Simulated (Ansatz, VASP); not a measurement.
One calculation of Os, two programs

File INCAR:

```
PREC = Accurate
ENCUT = 520
EDIFF = 1E-7
ISMEAR = -1
SIGMA = 0.1
LREAL = False
LASPH = True
NELM = 150
ALGO = Normal
ISIF = 2
LWAVE = False
LCHARG = False
MAGMOM = 0 0 0
LORBIT = 11
LSORBIT = True
GGA_COMPAT = False
LORBMOM = True
LMAXMIX = 4
GGA = CA
NBANDS = 19
```

Contents of KPOINTS:

```
regular mesh
0
Gamma
  12 12 12
```

POSCAR

```
Os
1.0
    2.5170771292      0.0000000000      0.0000000000
    0.0000000000      2.5170771292      0.0000000000
    0.0000000000      0.0000000000      2.5170771292
Os
1
Direct
    0.0000000000      0.0000000000      0.0000000000
```

Input for Ansatz:

```yaml
crystal:
  lattice:
    - [2.5170771292, 0.0, 0.0]
    - [0.0, 2.5170771292, 0.0]
    - [0.0, 0.0, 2.5170771292]
  atoms:
    - { symbol: Os, position: [0.0, 0.0, 0.0] }
hamiltonian:
  xc: lda
  pseudopotentials:
    kind: paw_fr
    azcp:
      Os: "pseudopotentials/Os.paw.azcp"
basis:
  ecutwfc: 420
  fft_grid_basis: typed
kpoints:
  mp_grid: { grid: [12, 12, 12], shift: [0, 0, 0] }
magnetization:
  noncollinear: true
  spin_orbit: true
scf:
  occupations: { method: fermi_dirac, width: 0.1 }
output:
  write_density: true
  write_potential: true
  elf: true
  volumetric_format: npy
```

Alike in both runs: task single point; functional LDA; k mesh 12 × 12 × 12; occupations fermi-dirac, width 0.1 eV; non-collinear spin, spin-orbit coupling.

```csv
,VASP,Ansatz
version,VASP 6.6.1,Ansatz 0.2.0
potentials or method,"VASP PAW LDA potentials, release 64 (Os), cutoff 520 eV","plane waves (420 eV) with PAW, fully relativistic with spin-orbit coupling"
valence electrons in the cell,8,16
```

```csv
,VASP,Ansatz,Ansatz less VASP
net moment per atom (μB),0.00,0.00,0.000
```

Ansatz warns that its potentials were made for another functional, while VASP's fit it. LDA's correlation is that of Perdew and Zunger in VASP and of Perdew and Wang (1992) in Ansatz. VASP's potentials hold 8 valence electrons a cell and Ansatz's 16, so a difference there can come from the potentials and not from the codes.
